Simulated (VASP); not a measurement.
The system is Y.

```
Y
1.0
     3.64740    0.00000    0.00000
    -1.82370    3.15874    0.00000
     0.00000    0.00000    5.73060
Y
2
Direct
  0.66667 0.33333 0.75000
  0.33333 0.66667 0.25000
```

| Item | Value |
| --- | --- |
| Program | VASP 6.6.1 |
| Task | relaxation of cell and atoms |
| Functional | revPBE |
| Potentials or basis | VASP PAW PBE potentials, release 64 (Y_sv) |
| Cutoff | 600 eV |
| k mesh | 8 × 8 × 5 |
| Occupations | fermi-dirac, width 0.05 eV |
| Spin | no spin polarisation |

At the start: pressure 0.9 GPa; volume 33.01 Å³/atom.

Task: Where does the relaxation end?

Result: Over 5 steps the energy falls by 2.2 meV/atom and the volume is 33.75 Å³/atom (+2.2 %); space group P6_3/mmc (No. 194, to 0.1 Å) before and after.

The path:
```csv
step,energy change (eV),largest force (eV/Å),pressure (GPa),volume (Å³)
1,0.0000,0.0000,0.88,66.02
2,-0.0042,0.0000,-0.16,67.76
3,-0.0043,0.0000,-0.02,67.53
4,-0.0044,0.0000,0.00,67.51
5,-0.0044,0.0000,0.01,67.49
```

Final structure:
```
Y
1.0
     3.68302    0.00000    0.00000
    -1.84151    3.18959    0.00000
     0.00000    0.00000    5.74515
Y
2
Direct
  0.66667 0.33333 0.75000
  0.33333 0.66667 0.25000
```

Caveat: the PAW data sets were made with another functional, which shifts forces and pressure a little.
